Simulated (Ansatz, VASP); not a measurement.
Two plane-wave programs on SiC

```
Si C
1.0
     0.00000    2.16448    2.16448
     2.16448    0.00000    2.16448
     2.16448    2.16448    0.00000
Si C
1 1
Direct
  0.00000 0.00000 0.00000
  0.25000 0.25000 0.25000
```

Alike in both runs: task single point; functional LDA; k mesh 12 × 12 × 12; occupations gaussian, width 0.02 eV; no spin polarisation.

```csv
,VASP,Ansatz
version,VASP 6.6.1,Ansatz 0.2.0
potentials or method,"VASP PAW LDA potentials, release 64 (Si, C), cutoff 600 eV","scalar-relativistic, plane waves, PAW"
valence electrons in the cell,8,8
```

Ansatz gave:

* gap on the k mesh at the Fermi level (eV): 1.30
* least direct gap on the mesh (eV): 4.53
* pressure (GPa): 0.0

**Question.** Estimate VASP's values.

**Answer.** gap on the k mesh at the Fermi level (eV): 1.29; least direct gap on the mesh (eV): 4.52; pressure (GPa): 0.3.

LDA's correlation is that of Perdew and Zunger in VASP and of Perdew and Wang (1992) in Ansatz.
